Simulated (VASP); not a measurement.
Set up this calculation in VASP 6.6.1, as the native input.

```yaml
Task: relaxation of cell and atoms
Functional: r2SCAN
Potentials_or_basis: VASP PAW PBE potentials, release 64 (Cu)
Cutoff: 600 eV
k_mesh: 8 × 8 × 4
Occupations: gaussian, width 0.1 eV
Spin: no spin polarisation
Dipole_correction: no
Further_INCAR_settings: ALGO = Normal; EDIFF = 1e-07; IBRION = 2; EDIFFG = -0.05; NSW = 80; ISIF = 3
```

Cu:

```
CELL_PARAMETERS angstrom
1.39164 -2.49988 0.00000
1.39164 2.49988 0.00000
0.00000 0.00000 4.76006
ATOMIC_POSITIONS crystal
Cu 0.66415 0.33585 0.25000
Cu 0.33585 0.66415 0.75000
```

The input as run:

POSCAR

```
Cu
1.0
    1.3916379497     -2.4998792103      0.0000000000
    1.3916379497      2.4998792103      0.0000000000
    0.0000000000      0.0000000000      4.7600633353
Cu
2
Direct
    0.6641465054      0.3358534946      0.2500000000
    0.3358534946      0.6641465054      0.7500000000
```

INCAR.step1

```
  PREC = Accurate
  ENCUT = 600
  ISMEAR = 0
  SIGMA = 0.1
  LREAL = False
  LASPH = True
  NELM = 60
  GGA = PE
  ALGO = Normal
  EDIFF = 1E-4
  LWAVE = True
  LCHARG = False
```

INCAR.step2

```
  PREC = Accurate
  ENCUT = 600
  EDIFF = 1E-7
  ISMEAR = 0
  SIGMA = 0.1
  LREAL = False
  LASPH = True
  NELM = 60
  ALGO = Normal
  ISIF = 3
  LWAVE = False
  LCHARG = False
  METAGGA = R2SCAN
  LMIXTAU = True
  IBRION = 2
  NSW = 80
  EDIFFG = -0.05
  ISTART = 1
```

KPOINTS

```
regular mesh
0
Gamma
  8 8 4
```

Potentials or basis: VASP PAW PBE potentials, release 64 (Cu).

Launch:

```sh
$ cat potpaw_PBE.64/Cu/POTCAR > POTCAR
$ cp INCAR.step1 INCAR
$ mpirun -np 1 vasp_std > vasp.out
$ cp INCAR.step2 INCAR
$ mpirun -np 1 vasp_std > vasp.out
```

It gave:

```yaml
Relaxed_volume: 11.55 Å³/atom
Relaxed_cell: a = 2.574 Å, b = 2.574 Å, c = 4.090 Å, α = 90.00°, β = 90.00°, γ = 121.56°
Space_group_after_relaxing_to_0.05_Å: Cmcm (No. 63)
Energy_gained_by_relaxing: 517.9 meV/atom
Ionic_steps: 8
Pressure_after_relaxing: -0.3 GPa
Largest_force_after_relaxing: 0.008 eV/Å
Band_gap_on_the_k_mesh: zero (band 11 reaches 10.91 eV, above the bottom of band 12 at 5.61 eV)
```

Caveat: the volume moved by over 15 % at a fixed basis, so the end points are rough; the PAW data sets were made with another functional, which shifts forces and pressure a little; the relaxation stopped at a loose force limit of 0.05 eV/Å, so its end isn't a converged minimum.

Run time: 14 min on 1 thread of Intel(R) Xeon(R) Platinum 8259CL CPU @ 2.50GHz (Skylake/Cascade Lake), with other jobs on the host, peak memory 0.19 GiB.
